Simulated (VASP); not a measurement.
# TiO2 (P4_2/mnm) in VASP: further runs

The runs below take TiO2 through electric field gradients, with PBEsol, PBE, LDA.

Program: VASP 6.6.1. These are calculated values, not measurements. Logs are shortened: lines on timing, memory, paths and dates and some standing lists are left out, and cuts for length are marked.

## Step 1: The cell of the first run

It takes space group P4_2/mnm (No. 136, tetragonal). Conventional cell: a = 4.594 Å, b = 4.594 Å, c = 2.959 Å, α = 90.00°, β = 90.00°, γ = 90.00°. Ti (site symmetry mmm) has 6 O at 1.95 to 1.98 Å within 2.6 Å. Within 2.6 Å of O (site symmetry m2m) lie 3 Ti at 1.95 to 1.98 Å and 1 O at 2.54 Å.

## Step 2: Electric field gradients, PBEsol

Contents of INCAR:

```
PREC = Accurate ; ENCUT = 520
EDIFF = 1E-8 ; ISMEAR = -1
SIGMA = 0.02 ; LREAL = F
LASPH = T ; NELM = 80
ALGO = Normal ; ISIF = 2
LWAVE = F ; LCHARG = F
GGA = PS ; LEFG = T
NBANDS = 33
```

Contents of KPOINTS:

```
Automatic mesh
0
Gamma
  7 7 10
```

Contents of POSCAR:

```
TiO2
1.0
    4.5940000000      0.0000000000      0.0000000000
    0.0000000000      4.5940000000      0.0000000000
    0.0000000000      0.0000000000      2.9590000000
Ti O
2 4
Direct
    0.0000000000      0.0000000000      0.0000000000
    0.5000000000      0.5000000000      0.5000000000
    0.3042802921      0.3042802921      0.0000000000
    0.1957197079      0.8042802921      0.5000000000
    0.6957197079      0.6957197079      0.0000000000
    0.8042802921      0.1957197079      0.5000000000
```

Potentials or basis: VASP PAW PBE potentials, release 64 (Ti_sv, O).

Command:

```
> cat potpaw_PBE.64/Ti_sv/POTCAR potpaw_PBE.64/O/POTCAR > POTCAR
> mpirun -np 1 vasp_std > vasp.out
```

OUTCAR:

```text
PREC = Accurate
   ENCUT = 520
   EDIFF = 1E-8
   ISMEAR = -1
   LREAL = F
   LASPH = T
   NELM = 80
   ISIF = 2
   GGA = PS

 ion  position               nearest neighbor table
   1  0.000  0.000  0.000-   4 1.95   6 1.95   4 1.95   6 1.95   5 1.98   3 1.98
   2  0.500  0.500  0.500-   3 1.95   5 1.95   3 1.95   5 1.95   4 1.98   6 1.98
   3  0.304  0.304  0.000-   2 1.95   2 1.95   1 1.98
   4  0.196  0.804  0.500-   1 1.95   1 1.95   2 1.98
   5  0.696  0.696  0.000-   2 1.95   2 1.95   1 1.98
   6  0.804  0.196  0.500-   1 1.95   1 1.95   2 1.98

  LATTYP: Found a simple tetragonal cell.
 ALAT       =     4.5940000000
 C/A-ratio  =     0.6441010013

  Lattice vectors:

 A1 = (   4.5940000000,   0.0000000000,   0.0000000000)
 A2 = (   0.0000000000,   4.5940000000,   0.0000000000)
 A3 = (   0.0000000000,   0.0000000000,   2.9590000000)

Analysis of symmetry for initial positions (statically):
=====================================================================
 Subroutine PRICEL returns:
 Original cell was already a primitive cell.

 Routine SETGRP: Setting up the symmetry group for a
 simple tetragonal supercell.

 Subroutine GETGRP returns: Found 16 space group operations
 (whereof  8 operations were pure point group operations)
 out of a pool of 16 trial point group operations.

The static configuration has the point symmetry D_2h.
 The point group associated with its full space group is D_4h.

Analysis of symmetry for dynamics (positions and initial velocities):
=====================================================================
 Subroutine PRICEL returns:
 Original cell was already a primitive cell.

 Routine SETGRP: Setting up the symmetry group for a
 simple tetragonal supercell.

 Subroutine GETGRP returns: Found 16 space group operations
 (whereof  8 operations were pure point group operations)
 out of a pool of 16 trial point group operations.

The dynamic configuration has the point symmetry D_2h.
 The point group associated with its full space group is D_4h.

 Subroutine INISYM returns: Found 16 space group operations
 (whereof  8 operations are pure point group operations),
 and found     1 'primitive' translations

----------------------------------------------------------------------------------------

                                     Primitive cell

  volume of cell :      62.4492

  direct lattice vectors                    reciprocal lattice vectors
     4.594000000  0.000000000  0.000000000     0.217675229  0.000000000  0.000000000
     0.000000000  4.594000000  0.000000000     0.000000000  0.217675229  0.000000000
     0.000000000  0.000000000  2.959000000     0.000000000  0.000000000  0.337952011

  length of vectors
     4.594000000  4.594000000  2.959000000     0.217675229  0.217675229  0.337952011

  position of ions in fractional coordinates (direct lattice)
     0.000000000  0.000000000  0.000000000
     0.500000000  0.500000000  0.500000000
     0.304280292  0.304280292  0.000000000
     0.195719708  0.804280292  0.500000000
     0.695719708  0.695719708  0.000000000
     0.804280292  0.195719708  0.500000000

  ion indices of the primitive-cell ions
   primitive index   ion index
                 1           1
                 2           2
                 3           3
                 4           4
                 5           5
                 6           6

----------------------------------------------------------------------------------------

 KPOINTS: Automatic mesh

Automatic generation of k-mesh.
 Grid dimensions read from file:
 generate k-points for:    7    7   10

 Generating k-lattice:
[... 54 lines left out ...]
   ISTART =      0    job   : 0-new  1-cont  2-samecut
   ICHARG =      2    charge: 1-file 2-atom 10-const
   ISPIN  =      1    spin polarized calculation?
   LNONCOLLINEAR =      F non collinear calculations
   LSORBIT =      F    spin-orbit coupling
   LASPH  =      T    aspherical Exc in radial PAW
   ENCUT  =  520.0 eV  38.22 Ry    6.18 a.u.   8.54  8.54  5.50*2*pi/ulx,y,z
   NELM   =     80;   NELMIN=  2; NELMDL= -5     # of ELM steps
   EDIFF  = 0.1E-07   stopping-criterion for ELM
   LREAL  =      F    real-space projection
   EDIFFG = 0.1E-06   stopping-criterion for IOM
   NSW    =      0    number of steps for IOM
   IBRION =     -1    ionic relax: 0-MD 1-quasi-New 2-CG
   NFREE  =      0    steps in history (QN), initial steepest desc. (CG)
   ISIF   =      2    stress and relaxation
   ISYM   =      2    0-nonsym 1-usesym 2-fastsym
   POTIM  = 0.5000    time-step for ionic-motion
   TEBEG  =    0.0;   TEEND  =   0.0 temperature during run
   PSTRESS=    0.0 pullay stress
   NELECT =      48.0000    total number of electrons
   NUPDOWN=      -1.0000    fix difference up-down
   EMIN   =  10.00;   EMAX   =-10.00  energy-range for DOS
   EFERMI =   0.00;   METHOD = LEGACY
   ISMEAR =    -1;   SIGMA  =   0.02  broadening in eV -4-tet -1-fermi 0-gaus
   EFERMI_NEDOS =   21; number of points for ismear=-14 and -15
   IALGO  =     38    algorithm
   IMIX   =      4    mixing-type and parameters
     AMIX     =   0.40;   BMIX     =  1.00
     AMIX_MAG =   1.60;   BMIX_MAG =  1.00
  volume/ion in A,a.u.               =      10.41        70.24
  Fermi-wavevector in a.u.,A,eV,Ry     =   1.499614  2.833860 30.597370  2.248843
  Thomas-Fermi vector in A             =   2.611221
   LORBIT       =      0    0 simple, 1 ext, 2 COOP (PROOUT), +10 PAW based schemes
   GGA     = PS    functional components
   LHFCALC =     F    Hartree Fock is set to
   AEXX    =    0.0000 exact exchange contribution
   IVDW    =     0    specifies the selected vdW correction
   LEPSILON=     F    determine dielectric tensor
   LRPA    =     F    only Hartree local field effects (RPA)
 non-spin polarized calculation
  energy-cutoff  :      520.00
  volume of cell :       62.45
 maximum number of plane-waves:      1697
 NGX is ok and might be reduce to    36
   NGX = 17   NGY = 17   NGZ = 11

 number of electron      48.0000020 magnetization

 Free energy of the ion-electron system (eV)
  ---------------------------------------------------
  ext. energy  EPLUGINS =         0.00000000
  ---------------------------------------------------
  free energy    TOTEN  =       -56.09640686 eV

  energy without entropy =      -56.09640686  energy(sigma->0) =      -56.09640686

 E-fermi :   5.2167     XC(G=0): -11.7023

 val. band max:        4.7438046272   @ k =   0.0000   0.0000   0.0000
 cond. band min:       6.5491644805   @ k =   0.0000   0.0000   0.0000
 fundamental gap:      1.8053598533
 Fermi energy:         5.2167114844

 k-point     1 :       0.0000    0.0000    0.0000
  band No.  band energies     occupation
      1     -51.9355      2.00000
      2     -51.9177      2.00000
      3     -28.3569      2.00000
      4     -28.3569      2.00000
      5     -28.1885      2.00000
      6     -28.1885      2.00000
[... 853 lines left out ...]
     32      10.1087      0.00000
     33      11.0460      0.00000

 [... further k-points ...]

------------------------ aborting loop because EDIFF is reached ----------------------------------------

  FORCE on cell =-STRESS in cart. coord.  units (eV):
  Direction    XX          YY          ZZ          XY          YZ          ZX
  --------------------------------------------------------------------------------------
  -------------------------------------------------------------------------------------
  Total       -0.3716919     -0.3716919     -1.1084922      0.0000000      0.0000000      0.0000000
  in kB       -9.5360095     -9.5360095    -28.4391277      0.0000000      0.0000000      0.0000000
  external PRESSURE =     -15.8370489 kB  Pullay stress =       0.0000000 kB

 VOLUME and BASIS-vectors are now :
 -----------------------------------------------------------------------------
  energy-cutoff  :      520.00
  volume of cell :       62.45
      direct lattice vectors                 reciprocal lattice vectors
     4.594000000  0.000000000  0.000000000     0.217675229  0.000000000  0.000000000
     0.000000000  4.594000000  0.000000000     0.000000000  0.217675229  0.000000000
     0.000000000  0.000000000  2.959000000     0.000000000  0.000000000  0.337952011

 POSITION                                       TOTAL-FORCE (eV/Angst)
 -----------------------------------------------------------------------------------
      0.00000      0.00000      0.00000         0.000000      0.000000      0.000000
      2.29700      2.29700      1.47950         0.000000      0.000000      0.000000
      1.39786      1.39786      0.00000         0.028484      0.028484     -0.000000
      0.89914      3.69486      1.47950        -0.028484      0.028484     -0.000000
      3.19614      3.19614      0.00000        -0.028484     -0.028484      0.000000
      3.69486      0.89914      1.47950         0.028484     -0.028484      0.000000
 -----------------------------------------------------------------------------------
    total drift:                                0.000000      0.000000      0.000000

  FREE ENERGIE OF THE ION-ELECTRON SYSTEM (eV)
  ---------------------------------------------------
  free  energy   TOTEN  =       -56.0964068580 eV

  energy  without entropy=      -56.0964068580  energy(sigma->0) =      -56.09640686

 Electric field gradients (V/A^2)
---------------------------------------------------------------------
 ion       V_xx      V_yy      V_zz      V_xy      V_xz      V_yz
---------------------------------------------------------------------
   1       9.372     9.372   -18.745     1.806     0.000     0.000
   2       9.372     9.372   -18.745    -1.806     0.000    -0.000
   3       0.532     0.532    -1.064    21.104    -0.000     0.000
   4       0.532     0.532    -1.064   -21.104    -0.000     0.000
   5       0.532     0.532    -1.064    21.104     0.000    -0.000
   6       0.532     0.532    -1.064   -21.104    -0.000     0.000
---------------------------------------------------------------------

 Electric field gradients after diagonalization (V/A^2)
 (convention: |V_zz| > |V_xx| > |V_yy|)
----------------------------------------------------------------------
 ion       V_xx      V_yy      V_zz     asymmetry (V_yy - V_xx)/ V_zz
----------------------------------------------------------------------
   1      11.178     7.567   -18.745       0.193
   2      11.178     7.567   -18.745       0.193
   3     -20.572    -1.064    21.636       0.902
   4     -20.572    -1.064    21.636       0.902
   5     -20.572    -1.064    21.636       0.902
   6     -20.572    -1.064    21.636       0.902
----------------------------------------------------------------------

           NMR quadrupolar parameters

 Cq : quadrupolar parameter    Cq=e*Q*V_zz/h
 eta: asymmetry parameters     (V_yy - V_xx)/ V_zz
 Q  : nuclear electric quadrupole moment in mb (millibarn)
----------------------------------------------------------------------
 ion       Cq(MHz)       eta       Q (mb)
----------------------------------------------------------------------
   1      -0.045       0.193       1.000
   2      -0.045       0.193       1.000
   3       0.052       0.902       1.000
   4       0.052       0.902       1.000
   5       0.052       0.902       1.000
   6       0.052       0.902       1.000
----------------------------------------------------------------------
```

Run time: 2.3 min. Hardware: 1 thread of Intel Xeon Platinum 8259CL at 2.50GHz (Skylake/Cascade Lake), shared host; peak memory 0.23 GiB.

Results:

```
Free energy                             : -56.0964 eV
Pressure                                : -1.6 GPa
Largest force                           : 0.040 eV/Å
Band gap on the k mesh                  : 1.81 eV
Largest electric field gradient by atom : Ti -18.7; O +21.6 V/Å²
```

Forces in eV/Å, atoms in the order of the input:
```
Ti   0.000  0.000  0.000
Ti   0.000  0.000  0.000
O    0.028  0.028  0.000
O   -0.028  0.028  0.000
O   -0.028 -0.028  0.000
O    0.028 -0.028  0.000
```

Levels at points of the mesh, in eV from the valence-band top:
```tsv
k point	band 21	band 22	band 23	band 24	band 25	band 26	band 27	band 28
(0.00, 0.00, 0.00)	-0.72	-0.46	-0.46	0.00	1.81	2.09	2.35	2.45
(0.00, 0.00, 0.50)	-2.43	-2.43	-1.45	-1.45	2.95	2.95	3.13	3.13
```

Electric field gradients, principal values (V/Å²):
```
atom   least   middle  greatest (by size)
1 Ti   7.567   11.178             -18.745
2 Ti   7.567   11.178             -18.745
 3 O  -1.064  -20.572              21.636
 4 O  -1.064  -20.572              21.636
 5 O  -1.064  -20.572              21.636
 6 O  -1.064  -20.572              21.636
```

Caveat: without QUAD_EFG the Cq values of the log hold for a quadrupole moment of 1 mb, not for the nuclei; the PAW data sets were made with another functional, which shifts forces and pressure a little; an odd mesh through Γ misses points on the zone boundary, where band edges can lie.

(Part 1 of 2 ends here.)
